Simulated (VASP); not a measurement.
# SnO2 in VASP: a series of runs

The runs below take SnO2 through single point, with LDA.

Program: VASP 6.6.1. These are calculated values, not measurements. Logs are shortened: lines on timing, memory, paths and dates and some standing lists are left out, and cuts for length are marked.

### Step 1. The cell of the first run

It takes space group Pnnm (No. 58, orthorhombic). The conventional cell has a = 4.720 Å, b = 4.721 Å, c = 3.189 Å, α = 90.00°, β = 90.00°, γ = 90.00°. Within 2.7 Å of Sn (site symmetry 2/m) lie 6 O at 2.05 to 2.06 Å. O (site symmetry m) has 3 Sn at 2.05 to 2.06 Å and 1 O at 2.61 Å within 2.7 Å.

### Step 2. Single point, LDA (atoms displaced along a vibrational mode)

Contents of INCAR:

```
ALGO = Normal
EDIFF = 1E-7
ENCUT = 520
GGA = CA
ISIF = 2
ISMEAR = 0
LASPH = True
LCHARG = False
LREAL = False
LWAVE = False
NBANDS = 35
NELM = 60
PREC = Accurate
SIGMA = 0.05
```

Contents of KPOINTS:

```
k-points
0
Gamma
  6 6 8
```

Contents of POSCAR:

```
SnO2
1.0
    4.7201335122      0.0000000000      0.0000000000
    0.0000000000      4.7206343096      0.0000000000
    0.0000000000      0.0000000000      3.1888226875
Sn O
2 4
Direct
    0.5000000000      0.5000000000      0.5000000000
    0.0000000000      0.0000000000      0.0000000000
    0.2791313648      0.3330246027      0.0000000000
    0.7791313648      0.1669753973      0.5000000000
    0.2208686352      0.8330246027      0.5000000000
    0.7208686352      0.6669753973      0.0000000000
```

Potentials or basis: VASP PAW LDA potentials, release 64 (Sn_d, O).

Command:

```console
$ cat potpaw_LDA.64/Sn_d/POTCAR potpaw_LDA.64/O/POTCAR > POTCAR
$ mpirun -np 1 vasp_std > vasp.out
```

OUTCAR:

```text
EDIFF = 1E-7
   ENCUT = 520
   GGA = CA
   ISIF = 2
   ISMEAR = 0
   LASPH = True
   LREAL = False
   NELM = 60
   PREC = Accurate

 ion  position               nearest neighbor table
   1  0.500  0.500  0.500-   4 2.05   5 2.05   3 2.06   6 2.06   3 2.06   6 2.06   2 3.70   2 3.70
                             2 3.70   2 3.70   2 3.70   2 3.70   2 3.70   2 3.70
   2  0.000  0.000  0.000-   3 2.05   6 2.05   5 2.06   4 2.06   4 2.06   5 2.06   1 3.70   1 3.70
                             1 3.70   1 3.70   1 3.70   1 3.70   1 3.70   1 3.70
   3  0.279  0.333  0.000-   2 2.05   1 2.06   1 2.06
   4  0.779  0.167  0.500-   1 2.05   2 2.06   2 2.06
   5  0.221  0.833  0.500-   1 2.05   2 2.06   2 2.06
   6  0.721  0.667  0.000-   2 2.05   1 2.06   1 2.06

  LATTYP: Found a simple orthorhombic cell.
 ALAT       =     3.1888226875
 B/A-ratio  =     1.4802119700
 C/A-ratio  =     1.4803690177

  Lattice vectors:

 A1 = (   0.0000000000,   0.0000000000,   3.1888226875)
 A2 = (   4.7201335122,   0.0000000000,   0.0000000000)
 A3 = (   0.0000000000,   4.7206343096,   0.0000000000)

Analysis of symmetry for initial positions (statically):
=====================================================================
 Subroutine PRICEL returns:
 Original cell was already a primitive cell.

 Routine SETGRP: Setting up the symmetry group for a
 simple orthorhombic supercell.

 Subroutine GETGRP returns: Found  8 space group operations
 (whereof  4 operations were pure point group operations)
 out of a pool of  8 trial point group operations.

The static configuration has the point symmetry C_2h.
 The point group associated with its full space group is D_2h.

Analysis of symmetry for dynamics (positions and initial velocities):
=====================================================================
 Subroutine PRICEL returns:
 Original cell was already a primitive cell.

 Routine SETGRP: Setting up the symmetry group for a
 simple orthorhombic supercell.

 Subroutine GETGRP returns: Found  8 space group operations
 (whereof  4 operations were pure point group operations)
 out of a pool of  8 trial point group operations.

The dynamic configuration has the point symmetry C_2h.
 The point group associated with its full space group is D_2h.

 Subroutine INISYM returns: Found  8 space group operations
 (whereof  4 operations are pure point group operations),
 and found     1 'primitive' translations

----------------------------------------------------------------------------------------

                                     Primitive cell

  volume of cell :      71.0534

  direct lattice vectors                    reciprocal lattice vectors
     4.720133512  0.000000000  0.000000000     0.211858414  0.000000000  0.000000000
     0.000000000  4.720634310  0.000000000     0.000000000  0.211835939  0.000000000
     0.000000000  0.000000000  3.188822688     0.000000000  0.000000000  0.313595360

  length of vectors
     4.720133512  4.720634310  3.188822688     0.211858414  0.211835939  0.313595360

  position of ions in fractional coordinates (direct lattice)
     0.500000000  0.500000000  0.500000000
     0.000000000  0.000000000  0.000000000
     0.279131365  0.333024603  0.000000000
     0.779131365  0.166975397  0.500000000
     0.220868635  0.833024603  0.500000000
     0.720868635  0.666975397  0.000000000

  ion indices of the primitive-cell ions
   primitive index   ion index
                 1           1
                 2           2
                 3           3
                 4           4
                 5           5
                 6           6

----------------------------------------------------------------------------------------

 KPOINTS: k-points

Automatic generation of k-mesh.
 Grid dimensions read from file:
 generate k-points for:    6    6    8

 Generating k-lattice:

  Cartesian coordinates                     Fractional coordinates (reciprocal lattice)
     0.035309736  0.000000000  0.000000000     0.166666667  0.000000000  0.000000000
     0.000000000  0.035305990  0.000000000     0.000000000  0.166666667  0.000000000
     0.000000000  0.000000000  0.039199420     0.000000000  0.000000000  0.125000000

  Length of vectors
     0.035309736  0.035305990  0.039199420

  Shift w.r.t. Gamma in fractional coordinates (k-lattice)
     0.000000000  0.000000000  0.000000000

 Subroutine IBZKPT returns following result:
 ===========================================

 Found     80 irreducible k-points:

 Following reciprocal coordinates:
            Coordinates               Weight
  0.000000  0.000000  0.000000      1.000000
  0.166667  0.000000  0.000000      2.000000
  0.333333  0.000000  0.000000      2.000000
  0.500000  0.000000  0.000000      1.000000
  0.000000  0.166667  0.000000      2.000000
  0.166667  0.166667  0.000000      4.000000
[... 16 lines left out ...]
  0.333333  0.166667  0.125000      8.000000
  0.500000  0.166667  0.125000      4.000000
 [... further k-points ...]
   k-points           NKPTS =     80   k-points in BZ     NKDIM =     80   number of bands    NBANDS=     35
   number of dos      NEDOS =    301   number of ions     NIONS =      6
   total plane-waves  NPLWV =  31104
   dimension x,y,z NGX =    36 NGY =   36 NGZ =   24
   dimension x,y,z NGXF=    72 NGYF=   72 NGZF=   48
   ions per type =               2   4
   NGX,Y,Z   is equivalent  to a cutoff of  12.68, 12.68, 12.51 a.u.
   NGXF,Y,Z  is equivalent  to a cutoff of  25.36, 25.36, 25.02 a.u.
 SYSTEM =  unknown system
   PREC   = accura    normal or accurate (medium, high low for compatibility)
   ISTART =      0    job   : 0-new  1-cont  2-samecut
   ICHARG =      2    charge: 1-file 2-atom 10-const
   ISPIN  =      1    spin polarized calculation?
   LNONCOLLINEAR =      F non collinear calculations
   LSORBIT =      F    spin-orbit coupling
   LASPH  =      T    aspherical Exc in radial PAW
   ENCUT  =  520.0 eV  38.22 Ry    6.18 a.u.   8.78  8.78  5.93*2*pi/ulx,y,z
   NELM   =     60;   NELMIN=  2; NELMDL= -5     # of ELM steps
   EDIFF  = 0.1E-06   stopping-criterion for ELM
   LREAL  =      F    real-space projection
   EDIFFG = 0.1E-05   stopping-criterion for IOM
   NSW    =      0    number of steps for IOM
   IBRION =     -1    ionic relax: 0-MD 1-quasi-New 2-CG
   NFREE  =      0    steps in history (QN), initial steepest desc. (CG)
   ISIF   =      2    stress and relaxation
   ISYM   =      2    0-nonsym 1-usesym 2-fastsym
   POTIM  = 0.5000    time-step for ionic-motion
   TEBEG  =    0.0;   TEEND  =   0.0 temperature during run
   PSTRESS=    0.0 pullay stress
   NELECT =      52.0000    total number of electrons
   NUPDOWN=      -1.0000    fix difference up-down
   EMIN   =  10.00;   EMAX   =-10.00  energy-range for DOS
   EFERMI =   0.00;   METHOD = LEGACY
   ISMEAR =     0;   SIGMA  =   0.05  broadening in eV -4-tet -1-fermi 0-gaus
   EFERMI_NEDOS =   21; number of points for ismear=-14 and -15
   IALGO  =     38    algorithm
   IMIX   =      4    mixing-type and parameters
     AMIX     =   0.40;   BMIX     =  1.00
     AMIX_MAG =   1.60;   BMIX_MAG =  1.00
  volume/ion in A,a.u.               =      11.84        79.92
  Fermi-wavevector in a.u.,A,eV,Ry     =   1.475302  2.787917 29.613299  2.176516
  Thomas-Fermi vector in A             =   2.589968
   LORBIT       =      0    0 simple, 1 ext, 2 COOP (PROOUT), +10 PAW based schemes
   GGA     = CA    functional components
   LHFCALC =     F    Hartree Fock is set to
   AEXX    =    0.0000 exact exchange contribution
   IVDW    =     0    specifies the selected vdW correction
   LEPSILON=     F    determine dielectric tensor
   LRPA    =     F    only Hartree local field effects (RPA)
 non-spin polarized calculation
 Gauss-broadening in eV      SIGMA  =   0.05
  energy-cutoff  :      520.00
  volume of cell :       71.05
 maximum number of plane-waves:      1933
 NGX is ok and might be reduce to    36
   NGX = 17   NGY = 17   NGZ = 11

 number of electron      51.9999987 magnetization

 Free energy of the ion-electron system (eV)
  ---------------------------------------------------
  ext. energy  EPLUGINS =         0.00000000
  ---------------------------------------------------
  free energy    TOTEN  =       -42.23431001 eV

  energy without entropy =      -42.23431001  energy(sigma->0) =      -42.23431001

 E-fermi :   5.9817     XC(G=0): -11.8525

 val. band max:        5.7698264182   @ k =   0.1667   0.0000   0.0000
 cond. band min:       7.1679661754   @ k =   0.0000   0.0000   0.0000
 fundamental gap:      1.3981397571
 Fermi energy:         5.9817397948

 k-point     1 :       0.0000    0.0000    0.0000
  band No.  band energies     occupation
      1     -15.0396      2.00000
      2     -14.2763      2.00000
      3     -14.0202      2.00000
      4     -14.0009      2.00000
      5     -13.9896      2.00000
      6     -13.9160      2.00000
[... 27 lines left out ...]
     34      17.8812      0.00000
     35      18.2430      0.00000

 k-point     2 :       0.1667    0.0000    0.0000
  band No.  band energies     occupation
      1     -14.9965      2.00000
      2     -14.3227      2.00000
      3     -14.0191      2.00000
      4     -13.9983      2.00000
      5     -13.9882      2.00000
      6     -13.9500      2.00000
[... 27 lines left out ...]
     34      17.9567      0.00000
     35      18.1840      0.00000

 k-point     3 :       0.3333    0.0000    0.0000
  band No.  band energies     occupation
      1     -14.8720      2.00000
      2     -14.4749      2.00000
      3     -14.0159      2.00000
      4     -13.9930      2.00000
      5     -13.9923      2.00000
      6     -13.9861      2.00000
[... 27 lines left out ...]
     34      18.3290      0.00000
     35      18.3552      0.00000

 k-point     4 :       0.5000    0.0000    0.0000
  band No.  band energies     occupation
      1     -14.6840      2.00000
      2     -14.6840      2.00000
      3     -14.0098      2.00000
      4     -14.0098      2.00000
      5     -13.9871      2.00000
      6     -13.9871      2.00000
[... 27 lines left out ...]
     34      18.1450      0.00000
     35      18.7267      0.00000

 k-point     5 :       0.0000    0.1667    0.0000
  band No.  band energies     occupation
      1     -14.9977      2.00000
      2     -14.3250      2.00000
      3     -14.0197      2.00000
      4     -13.9981      2.00000
      5     -13.9882      2.00000
      6     -13.9509      2.00000
[... 638 lines left out ...]
 k-point    22 :       0.1667    0.1667    0.1250
  band No.  band energies     occupation
      1     -14.8983      2.00000
      2     -14.3429      2.00000
      3     -14.1400      2.00000
      4     -14.1269      2.00000
      5     -13.9834      2.00000
      6     -13.9192      2.00000
[... 27 lines left out ...]
     34      17.7178      0.00000
     35      18.2444      0.00000

 k-point    23 :       0.3333    0.1667    0.1250
  band No.  band energies     occupation
      1     -14.8070      2.00000
      2     -14.4937      2.00000
      3     -14.1392      2.00000
      4     -14.1310      2.00000
      5     -13.9724      2.00000
      6     -13.9300      2.00000
[... 27 lines left out ...]
     34      18.0321      0.00000
     35      18.6074      0.00000

 k-point    24 :       0.5000    0.1667    0.1250
  band No.  band energies     occupation
      1     -14.6641      2.00000
      2     -14.6641      2.00000
      3     -14.1362      2.00000
      4     -14.1362      2.00000
      5     -13.9518      2.00000
      6     -13.9518      2.00000
[... 27 lines left out ...]
     34      18.0460      0.00000
     35      18.5765      0.00000

 [... further k-points ...]
[... 5 lines left out ...]
  --------------------------------------------------------------------------------------
  -------------------------------------------------------------------------------------
  Total       -0.6145339      0.2303979     -0.0238593      0.0000000      0.0000000      0.0000000
  in kB      -13.8570710      5.1952210     -0.5380018      0.0000000      0.0000000      0.0000000
  external PRESSURE =      -3.0666173 kB  Pullay stress =       0.0000000 kB

 VOLUME and BASIS-vectors are now :
 -----------------------------------------------------------------------------
  energy-cutoff  :      520.00
  volume of cell :       71.05
      direct lattice vectors                 reciprocal lattice vectors
     4.720133512  0.000000000  0.000000000     0.211858414  0.000000000  0.000000000
     0.000000000  4.720634310  0.000000000     0.000000000  0.211835939  0.000000000
     0.000000000  0.000000000  3.188822688     0.000000000  0.000000000  0.313595360

 POSITION                                       TOTAL-FORCE (eV/Angst)
 -----------------------------------------------------------------------------------
      2.36007      2.36032      1.59441         0.000000      0.000000      0.000000
      0.00000      0.00000      0.00000         0.000000      0.000000      0.000000
      1.31754      1.57209      0.00000         0.148706     -0.063778     -0.000000
      3.67760      0.78823      1.59441         0.148706      0.063778     -0.000000
      1.04253      3.93240      1.59441        -0.148706     -0.063778      0.000000
      3.40260      3.14855      0.00000        -0.148706      0.063778      0.000000
 -----------------------------------------------------------------------------------
    total drift:                               -0.000000      0.000000     -0.000000

  FREE ENERGIE OF THE ION-ELECTRON SYSTEM (eV)
  ---------------------------------------------------
  free  energy   TOTEN  =       -42.2343100079 eV

  energy  without entropy=      -42.2343100079  energy(sigma->0) =      -42.23431001
```

Wall time 71 s (1 thread of AMD EPYC 9R45 (Zen 5), shared host); peak memory 0.23 GiB.

Results:

```
Free energy            : -42.2343 eV
Pressure               : -0.3 GPa
Largest force          : 0.162 eV/Å
Band gap on the k mesh : 1.40 eV (least direct gap 1.41 eV)
```

Forces in eV/Å, atoms in the order of the input:
```
Sn   0.000  0.000  0.000
Sn   0.000  0.000  0.000
O    0.149 -0.064  0.000
O    0.149  0.064  0.000
O   -0.149 -0.064  0.000
O   -0.149  0.064  0.000
```

Stress tensor (GPa, compression positive):
```
-1.39  0.00  0.00
 0.00  0.52  0.00
 0.00  0.00 -0.05
```

Caveat: the cell differs from its parent crystal (atoms displaced along a vibrational mode); spin-orbit coupling is left out, which moves the levels of the heavy elements.

### Step 3. Single point, LDA (atoms displaced along several vibrational modes)

Contents of INCAR:

```
PREC     = Accurate       # precision mode
ENCUT    = 520            # plane-wave cutoff, eV
EDIFF    = 1E-7           # SCF threshold, eV
ISMEAR   = 0              # smearing method
SIGMA    = 0.05           # smearing width, eV
LREAL    = F              # projectors in reciprocal space
LASPH    = T              # aspherical terms in the spheres
NELM     = 80             # most SCF steps
ALGO     = Normal         # electronic algorithm
ISIF     = 2              # what is computed and relaxed
LWAVE    = F              # write WAVECAR
LCHARG   = F              # write CHGCAR
NBANDS   = 35             # bands
```

Contents of KPOINTS:

```
regular mesh
0
Gamma
  6 6 8
```

Contents of POSCAR:

```
SnO2
1.0
    4.7201335122      0.0000000000      0.0000000000
    0.0000000000      4.7206343096      0.0000000000
    0.0000000000      0.0000000000      3.1888226875
Sn O
2 4
Direct
    0.4978314689      0.4974954351      0.5000000000
    0.0021729791     -0.0025084053      0.0000000000
    0.3382674098      0.2751803260      0.0000000000
    0.8542971497      0.2434173892      0.5000000000
    0.1617160882      0.7751661217      0.5000000000
    0.6456863483      0.7434315935      0.0000000000
```

Potentials or basis: VASP PAW LDA potentials, release 64 (Sn_d, O).

Command:

```console
$ cat potpaw_LDA.64/Sn_d/POTCAR potpaw_LDA.64/O/POTCAR > POTCAR
$ mpirun -np 1 vasp_std > vasp.out
```

Wall time 2.6 min (1 thread of Intel Xeon 6975P-C, shared host); peak memory 0.29 GiB.

It converged, with:

* Free energy: -42.1178 eV
* Pressure: -2.2 GPa
* Largest force: 0.595 eV/Å
* Band gap on the k mesh: 1.47 eV (least direct gap 1.57 eV)

Forces on the atoms (eV/Å):
```
Sn   0.353  0.311  0.000
Sn  -0.354  0.311  0.000
O    0.080  0.184  0.000
O   -0.329 -0.495  0.000
O   -0.080  0.184  0.000
O    0.329 -0.495  0.000
```

Stress tensor (GPa, compression positive):
```
-0.98  0.00  0.00
 0.00 -3.64  0.00
 0.00  0.00 -1.84
```

Levels at points of the mesh, in eV from the valence-band top:
```
           k point  band 23  band 24  band 25  band 26  band 27  band 28  band 29  band 30
(0.00, 0.00, 0.00)    -0.79    -0.47    -0.26    -0.10     1.47     5.83     6.52     6.55
(0.50, 0.00, 0.00)    -1.01    -0.79    -0.49    -0.44     4.61     4.65     7.65     7.75
(0.00, 0.50, 0.00)    -0.90    -0.90    -0.06    -0.06     4.14     4.14     6.46     6.46
(0.50, 0.50, 0.00)    -1.06    -1.06    -0.47    -0.47     4.92     4.92     7.35     7.35
(0.00, 0.00, 0.50)    -1.48    -1.48    -0.68    -0.68     6.00     6.00     9.50     9.50
(0.50, 0.00, 0.50)    -1.00    -1.00    -0.27    -0.27     6.10     6.10     7.65     7.65
(0.00, 0.50, 0.50)    -0.78    -0.78    -0.57    -0.57     6.36     6.36     8.24     8.24
(0.50, 0.50, 0.50)    -0.78    -0.78    -0.37    -0.37     4.81     4.81     8.92     8.92
```

Caveat: the cell differs from its parent crystal (atoms displaced along several vibrational modes); spin-orbit coupling is left out, which moves the levels of the heavy elements.
